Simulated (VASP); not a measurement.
# Ge2Bi2S (P-3m1) in VASP: a series of runs, part 2 of 2

VASP 6.6.1.

## (4) Relaxation of cell and atoms, PBE

File INCAR:

```
PREC = Accurate ; ENCUT = 600
EDIFF = 1E-6 ; ISMEAR = 0
SIGMA = 0.1 ; LREAL = False
LASPH = True ; NELM = 100
ALGO = Normal ; ISIF = 3
LWAVE = False ; LCHARG = False
GGA = PE ; IBRION = 2
NSW = 90 ; EDIFFG = -0.04
```

File KPOINTS:

```
Automatic mesh
0
Gamma
  6 6 2
```

File POSCAR:

```
Ge2Bi2S
1.0
    4.0955532700      0.0000000000      0.0000000000
   -2.0477766300      3.5468531700      0.0000000000
    0.0000000000      0.0000000000      8.8812930100
Ge Bi S
2 2 1
Direct
    0.0000000000      0.0000000000      0.1351671100
    0.0000000000      0.0000000000      0.8648328900
    0.3333333300      0.6666666700      0.9348993000
    0.6666666700      0.3333333300      0.0651007000
    0.0000000000      0.0000000000      0.5000000000
```

Potentials or basis: VASP PAW PBE potentials, release 64 (Ge_d, Bi_d, S).

The run is started by

```console
$ cat potpaw_PBE.64/Ge_d/POTCAR potpaw_PBE.64/Bi_d/POTCAR potpaw_PBE.64/S/POTCAR > POTCAR
$ mpirun -np 1 vasp_std > vasp.out
```

OUTCAR:

```text
PREC = Accurate
   ENCUT = 600
   EDIFF = 1E-6
   ISMEAR = 0
   LREAL = False
   LASPH = True
   NELM = 100
   ISIF = 3
   GGA = PE
   IBRION = 2
   NSW = 90
   EDIFFG = -0.04

 ion  position               nearest neighbor table
   1  0.000  0.000  0.135-   2 2.40   4 2.45   4 2.45   4 2.45   3 2.96   3 2.96   3 2.96
   2  0.000  0.000  0.865-   1 2.40   3 2.45   3 2.45   3 2.45   4 2.96   4 2.96   4 2.96
   3  0.333  0.667  0.935-   2 2.45   2 2.45   2 2.45   4 2.63   4 2.63   4 2.63   1 2.96   1 2.96
                             1 2.96
   4  0.667  0.333  0.065-   1 2.45   1 2.45   1 2.45   3 2.63   3 2.63   3 2.63   2 2.96   2 2.96
                             2 2.96
   5  0.000  0.000  0.500-

  LATTYP: Found a hexagonal cell.
 ALAT       =     4.0955532700
 C/A-ratio  =     2.1685209359

  Lattice vectors:

 A1 = (   4.0955532700,   0.0000000000,   0.0000000000)
 A2 = (  -2.0477766300,   3.5468531700,   0.0000000000)
 A3 = (   0.0000000000,   0.0000000000,   8.8812930100)

Analysis of symmetry for initial positions (statically):
=====================================================================
 Subroutine PRICEL returns:
 Original cell was already a primitive cell.

 Routine SETGRP: Setting up the symmetry group for a
 hexagonal supercell.

 Subroutine GETGRP returns: Found 12 space group operations
[... 147 lines left out ...]
  volume of cell :      129.01
 maximum number of plane-waves:      4320
 NGX is ok and might be reduce to    36
   NGX = 17   NGY = 17   NGZ = 35

--------------------------------------- Ionic step        1  -------------------------------------------

 number of electron      64.0000013 magnetization

 Free energy of the ion-electron system (eV)
  ---------------------------------------------------
  ext. energy  EPLUGINS =         0.00000000
  ---------------------------------------------------
  free energy    TOTEN  =        -6.96955476 eV

  energy without entropy =       -6.94446329  energy(sigma->0) =       -6.95700902

 E-fermi :   5.6929     XC(G=0):  -9.4016

 val. band max:        5.6556131107   @ k =   0.1667   0.1667   0.0000
 cond. band min:       5.6963920622   @ k =   0.5000   0.0000   0.5000
 fundamental gap:      0.0407789515
 Fermi energy:         5.6929300253
[... 1263 lines left out ...]
  FREE ENERGIE OF THE ION-ELECTRON SYSTEM (eV)
  ---------------------------------------------------
  free  energy   TOTEN  =       -16.9012277077 eV

  energy  without entropy=      -16.8425526359  energy(sigma->0) =      -16.87189017

[... ionic steps 4 to 20 ...]

--------------------------------------- Ionic step       21  -------------------------------------------

 number of electron      64.0000006 magnetization

------------------------ aborting loop because EDIFF is reached ----------------------------------------
[... 73 lines left out ...]
--------------------------------------- Ionic step       23  -------------------------------------------

 number of electron      63.9999976 magnetization

 Free energy of the ion-electron system (eV)
  ---------------------------------------------------
  ext. energy  EPLUGINS =         0.00000000
  ---------------------------------------------------
  free energy    TOTEN  =       -20.06847723 eV

  energy without entropy =      -20.05162628  energy(sigma->0) =      -20.06005175

 E-fermi :   3.5730     XC(G=0):  -8.5826

 val. band max:        3.5721585716   @ k =   0.3333   0.1667   0.0000
 cond. band min:       3.6133057430   @ k =   0.1667   0.1667   0.5000
 fundamental gap:      0.0411471714
 Fermi energy:         3.5730483885
[... 604 lines left out ...]
  FREE ENERGIE OF THE ION-ELECTRON SYSTEM (eV)
  ---------------------------------------------------
  free  energy   TOTEN  =       -20.0684772326 eV

  energy  without entropy=      -20.0516262762  energy(sigma->0) =      -20.06005175

 reached required accuracy - stopping structural energy minimisation
```

Run time: 13 min. Hardware: 1 thread of AMD EPYC 9R45 (Zen 5), shared host; peak memory 0.32 GiB.

What came out:

```
Free energy                           : -20.0685 eV
Relaxed volume                        : 33.11 Å³/atom
Relaxed cell                          : a = 4.654 Å, b = 4.654 Å, c = 8.827 Å, α = 90.00°, β = 90.00°, γ = 120.00°
Space group after relaxing (to 0.1 Å) : P-3m1 (No. 164)
Energy gained by relaxing             : 2619.8 meV/atom
Ionic steps                           : 23
Pressure after relaxing               : 0.1 GPa
Largest force after relaxing          : 0.034 eV/Å
Band gap on the k mesh                : zero (bands 32 and 33 overlap by 1.04 eV)
```

Forces in eV/Å, atoms in the order of the input:
```
Ge   0.000  0.000 -0.034
Ge   0.000  0.000  0.034
Bi   0.000  0.000 -0.034
Bi   0.000  0.000  0.034
S    0.000  0.000  0.000
```

The path:
```tsv
step	energy change (eV)	largest force (eV/Å)	pressure (GPa)	volume (Å³)
1	0.0000	7.4177	48.31	129.01
2	-6.4342	0.4757	-5.73	329.71
3	-9.9317	0.9018	-2.44	209.18
4	-9.9411	0.9402	-2.20	207.13
5	-9.9463	1.0092	-1.72	203.70
6	-10.5310	1.4271	-1.86	193.96
7	-11.9739	2.2984	1.94	163.04
8	-12.2119	0.6583	2.22	163.63
9	-12.2124	0.7350	2.20	163.61
10	-12.4318	0.6405	0.41	170.26
11	-12.5542	0.6616	-1.43	178.96
12	-12.5641	0.6925	-1.95	181.76
13	-12.7292	0.5181	-1.21	177.02
14	-12.8999	0.3878	0.24	169.20
15	-12.7415	1.0614	4.82	153.15
16	-12.9337	0.5979	1.37	164.46
17	-13.0100	0.6126	0.41	165.75
18	-13.0143	0.6138	0.14	166.10
19	-13.0570	0.4365	-0.16	167.31
20	-13.0798	0.2430	-0.45	168.90
21	-13.0803	0.2578	-0.47	169.14
22	-13.0971	0.1032	-0.07	166.63
23	-13.0989	0.0340	0.12	165.57
```

Final structure:
```yaml
crystal:
  lattice:
    - [4.65391, 0.00000, 0.00000]
    - [-2.32695, 4.03040, 0.00000]
    - [0.00000, 0.00000, 8.82696]
  atoms:
    - { symbol: Ge, position: [0.00000, 0.00000, 0.24652] }
    - { symbol: Ge, position: [0.00000, 0.00000, 0.75348] }
    - { symbol: Bi, position: [0.33333, 0.66667, 0.87765] }
    - { symbol: Bi, position: [0.66667, 0.33333, 0.12235] }
    - { symbol: S, position: [0.00000, 0.00000, 0.50000] }
```

Levels at points of the mesh, in eV from the Fermi level:
| k point | band 29 | band 30 | band 31 | band 32 | band 33 | band 34 | band 35 | band 36 |
| --- | --- | --- | --- | --- | --- | --- | --- | --- |
| (0.00, 0.00, 0.00) | -1.35 | -1.35 | -1.19 | -0.25 | -0.25 | 1.39 | 1.39 | 1.54 |
| (0.50, 0.00, 0.00) | -2.93 | -1.52 | -1.42 | -0.76 | 0.52 | 0.80 | 2.49 | 3.73 |
| (0.00, 0.00, 0.50) | -1.11 | -1.04 | -1.04 | -0.81 | -0.81 | 1.32 | 2.21 | 2.21 |
| (0.50, 0.00, 0.50) | -2.53 | -1.57 | -1.22 | -0.41 | -0.40 | 2.32 | 2.53 | 2.85 |

Caveat: the volume moved by over 15 % at a fixed basis, so the end points are rough; spin-orbit coupling is left out, which moves the levels of the heavy elements.

## (5) Single point, PBE

This run uses another cell than the first one, of 32.77 Å³/atom.

File INCAR:

```
SYSTEM = Ge2Bi2S
  PREC = Accurate
  ENCUT = 520
  EDIFF = 1E-6
  ISMEAR = 0
  SIGMA = 0.1
  LREAL = .False.
  LASPH = .True.
  NELM = 100
  ALGO = Normal
  ISIF = 2
  LWAVE = .False.
  LCHARG = .False.
  GGA = PE
  NBANDS = 40
```

File KPOINTS:

```
Automatic mesh
0
Gamma
  12 12 4
  0 0 0
```

File POSCAR:

```
Ge2Bi2S
1.0
    4.5209172538      0.0000000000      0.0000000000
   -2.2604586269      3.9152291902      0.0000000000
    0.0000000000      0.0000000000      9.2567495366
Ge Bi S
2 2 1
Direct
    0.0000000000      0.0000000000      0.2581663945
    0.0000000000      0.0000000000      0.7418336055
    0.3333333333      0.6666666667      0.8725494724
    0.6666666667      0.3333333333      0.1274505276
    0.0000000000      0.0000000000      0.5000000000
```

The run is started by

```console
$ cat potpaw_PBE.64/Ge_d/POTCAR potpaw_PBE.64/Bi_d/POTCAR potpaw_PBE.64/S/POTCAR > POTCAR
$ mpirun -np 1 vasp_std > vasp.out
```

Wall time 5.7 min (1 thread of AMD EPYC 9R45 (Zen 5), shared host); peak memory 0.52 GiB.

Results (log left out):

- Free energy: -20.0165 eV
- Pressure: -0.1 GPa
- Largest force: 0.019 eV/Å
- Band gap on the k mesh: zero (bands 32 and 33 overlap by 0.70 eV)

Forces in eV/Å, atoms in the order of the input:
```
Ge   0.000  0.000  0.019
Ge   0.000  0.000 -0.019
Bi   0.000  0.000  0.001
Bi   0.000  0.000 -0.001
S    0.000  0.000  0.000
```

Levels at points of the mesh, in eV from the Fermi level:
| k point | band 30 | band 31 | band 32 | band 33 | band 34 | band 35 |
| --- | --- | --- | --- | --- | --- | --- |
| (0.00, 0.00, 0.00) | -1.11 | -0.95 | -0.07 | -0.07 | 1.64 | 1.64 |
| (0.50, 0.00, 0.00) | -1.56 | -1.25 | -0.87 | 0.49 | 0.66 | 2.39 |
| (0.00, 0.00, 0.50) | -0.81 | -0.81 | -0.55 | -0.55 | 1.49 | 2.35 |
| (0.50, 0.00, 0.50) | -1.85 | -1.28 | -0.57 | -0.46 | 2.05 | 2.40 |

Caveat: spin-orbit coupling is left out, which moves the levels of the heavy elements.

## (6) Overview

```tsv
task	cell	k mesh	cutoff (eV)	gap on the mesh (eV)	pressure (GPa)	largest force (eV/Å)
single point	a = 4.096, b = 4.096, c = 8.881 Å, angles 90.0, 90.0, 120.0°, 5 atoms, atomic positions A	6 × 6 × 2	520	none	48.3	7.42
single point	a = 4.650, b = 4.650, c = 8.844 Å, angles 90.0, 90.0, 120.0°, 5 atoms, atomic positions B	6 × 6 × 2	520	none	0.1	-
relaxation of cell and atoms	relaxed from a = 4.096, b = 4.096, c = 8.881 Å, angles 90.0, 90.0, 120.0°, 5 atoms, atomic positions A	6 × 6 × 2	600	none	0.1	0.03
single point	a = 4.521, b = 4.521, c = 9.257 Å, angles 90.0, 90.0, 120.0°, 5 atoms, atomic positions C	12 × 12 × 4	520	none	-0.1	0.02
```

Alike in all rows: level PBE; potentials or basis VASP PAW PBE potentials, release 64 (Ge_d, Bi_d, S); no spin polarisation; smearing gaussian 0.1 eV.

Caveats: spin-orbit coupling is left out, which moves the levels of the heavy elements; the cell stands under pressure (at least some runs); forces of over 1 eV/Å act on the atoms, so gaps and moduli don't describe the material at rest (at least some runs); the volume moved by over 15 % at a fixed basis, so the end points are rough (at least some runs).

Absolute energies hang on the potentials; compare differences alone.
